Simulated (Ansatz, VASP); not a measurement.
One calculation of SrTiO3, two programs

Contents of INCAR:

```
ALGO = Normal ; EDIFF = 1E-6
ENCUT = 520 ; GGA = PE
ISIF = 2 ; ISMEAR = 0
ISPIN = 2 ; LASPH = True
LCHARG = True ; LELF = True
LMAXMIX = 4 ; LORBIT = 11
LREAL = False ; LVHAR = True
LWAVE = False ; MAGMOM = 0 0 1 1 0 0 0 0 0 0
NBANDS = 55 ; NELM = 150
PREC = Accurate ; SIGMA = 0.1
```

KPOINTS

```
k-points
0
Gamma
  4 4 4
```

Contents of POSCAR:

```
SrTiO3
1.0
   -2.7555000800      2.7555000800      3.8980000000
    2.7555000800     -2.7555000800      3.8980000000
    2.7555000800      2.7555000800     -3.8980000000
Sr Ti O
2 2 6
Direct
    0.7500000000      0.2500000000      0.5000000000
    0.2500000000      0.7500000000      0.5000000000
    0.0000000000      0.0000000000      0.0000000000
    0.5000000000      0.5000000000      0.0000000000
    0.2500000000      0.2500000000      0.0000000000
    0.7500000000      0.7500000000      0.0000000000
    0.7450999900      0.2450999900      0.9901999800
    0.2450999900      0.2549000100      0.5000000000
    0.2549000100      0.7549000100      0.0098000200
    0.7549000100      0.7450999900      0.5000000000
```

Input for Ansatz:

```yaml
crystal:
  lattice:
    - [-2.75550008, 2.75550008, 3.898]
    - [2.75550008, -2.75550008, 3.898]
    - [2.75550008, 2.75550008, -3.898]
  atoms:
    - { symbol: Sr, position: [0.75, 0.25, 0.5] }
    - { symbol: Sr, position: [0.25, 0.75, 0.5] }
    - { symbol: Ti, position: [0.0, 0.0, 0.0], spin: 1.0 }
    - { symbol: Ti, position: [0.5, 0.5, 0.0], spin: 1.0 }
    - { symbol: O, position: [0.25, 0.25, 0.0] }
    - { symbol: O, position: [0.75, 0.75, 0.0] }
    - { symbol: O, position: [0.74509999, 0.24509999, 0.99019998] }
    - { symbol: O, position: [0.24509999, 0.25490001, 0.5] }
    - { symbol: O, position: [0.25490001, 0.75490001, 0.00980002] }
    - { symbol: O, position: [0.75490001, 0.74509999, 0.5] }
basis:
  ecutwfc: 420
kpoints:
  mp_grid: { grid: [4, 4, 4] }
hamiltonian:
  xc: pbe
scf:
  occupations: { method: gaussian, width: 0.1 }
  lower_state_search: "off"
output:
  forces: true
  stress: true
  eigenvalues: true
  populations: true
magnetization:
  spin_polarized: true
```

Alike in both runs: task single point; functional PBE; k mesh 4 × 4 × 4; occupations gaussian, width 0.1 eV; collinear spin.

|  | VASP | Ansatz |
| --- | --- | --- |
| version | VASP 6.6.1 | Ansatz 0.2.0 |
| potentials or method | VASP PAW PBE potentials, release 64 (Sr_sv, Ti_sv, O), cutoff 520 eV | scalar-relativistic, plane waves, PAW |
| valence electrons in the cell | 80 | 80 |

Ansatz gave:

- gap on the k mesh at the Fermi level (eV): 1.90
- least direct gap on the mesh (eV): 1.90
- pressure (GPa): 5.5
- rms of the force components (eV/Å): 0.006
- net moment per atom (μB): 0.00

Task: What did VASP give for the same quantities?

Result: gap on the k mesh at the Fermi level (eV): 1.87; least direct gap on the mesh (eV): 1.87; pressure (GPa): 6.1; rms of the force components (eV/Å): 0.006; net moment per atom (μB): 0.00.

Atom by atom the forces differ by 0.000 eV/Å (rms over components). The functional is the same, so the differences come from potentials, cutoffs and numerics. Ansatz's warnings: seeded moment not kept.
